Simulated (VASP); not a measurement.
Pt: single point with LDA

Pt, a slab with vacuum:

```
Pt
1.0
     2.75340    0.00000    0.00000
    -1.37670    2.38452    0.00000
     0.00000    0.00000   24.99260
Pt
5
Direct
  0.83333 0.16667 0.32061
  0.16667 0.83333 0.41101
  0.50000 0.50000 0.50000
  0.83333 0.16667 0.58899
  0.16667 0.83333 0.67939
```

```yaml
Program: VASP 6.6.1
Task: single point
Functional: LDA
Potentials_or_basis: VASP PAW LDA potentials, release 64 (Pt)
Cutoff: 520 eV
k_mesh: 17 × 17 × 1
Occupations: fermi-dirac, width 0.05 eV
Spin: no spin polarisation
```

- Largest force: 0.028 eV/Å
- Band gap on the k mesh: zero (band 25 reaches 2.41 eV, above the bottom of band 26 at 0.82 eV)

Forces on the atoms (eV/Å):
```
Pt   0.000  0.000 -0.028
Pt   0.000  0.000 -0.016
Pt   0.000  0.000  0.000
Pt   0.000  0.000  0.016
Pt   0.000  0.000  0.028
```

Levels at points of the mesh, in eV from the Fermi level:
| k point | band 21 | band 22 | band 23 | band 24 | band 25 | band 26 | band 27 | band 28 | band 29 | band 30 |
| --- | --- | --- | --- | --- | --- | --- | --- | --- | --- | --- |
| (0.00, 0.00, 0.00) | -1.74 | -1.54 | -1.54 | -1.01 | -1.01 | -0.34 | -0.34 | -0.27 | 0.02 | 0.02 |

It took 2.2 min on 1 thread of Intel(R) Xeon(R) 6975P-C (Granite Rapids) (shared host), peak memory 0.29 GiB.

Caveat: spin-orbit coupling is left out, which moves the levels of the heavy elements.
